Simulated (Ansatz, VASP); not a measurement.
One calculation of C, two programs

```
C
1.0
     2.45801    0.00000    0.00000
    -1.22900    2.12870    0.00000
     0.00000    0.00000    6.69521
C
4
Direct
  0.00000 0.00000 0.00250
  0.00000 0.00000 0.50250
  0.33333 0.66667 0.00250
  0.66667 0.33333 0.50250
```

Change from the starting cell: engineering shear strain xy +0.0000, normal strain along z +0.0175.

Alike in both runs: task single point; functional PBEsol; dispersion D3(BJ); k mesh 18 × 18 × 6; occupations gaussian, width 0.15 eV; no spin polarisation.

|  | VASP | Ansatz |
| --- | --- | --- |
| version | VASP 6.6.1 | Ansatz 0.2.0 |
| potentials or method | VASP PAW PBE potentials, release 64 (C), cutoff 520 eV | scalar-relativistic, plane waves, PAW |
| valence electrons in the cell | 16 | 16 |

Ansatz gave:

| Quantity | Value |
| --- | --- |
| gap on the k mesh at the Fermi level (eV) | none |
| pressure (GPa) | -0.1 |
| traceless stress, the component that is largest in VASP (GPa) | -0.45 |

Which values does VASP return?

gap on the k mesh at the Fermi level (eV): none; pressure (GPa): 0.6; traceless stress, the component that is largest in VASP (GPa): -1.27.

VASP's potentials were made for PBE, not for PBEsol, and Ansatz warns of the same on its side. A gap of «none» marks a metal or a gap that the smearing closes.
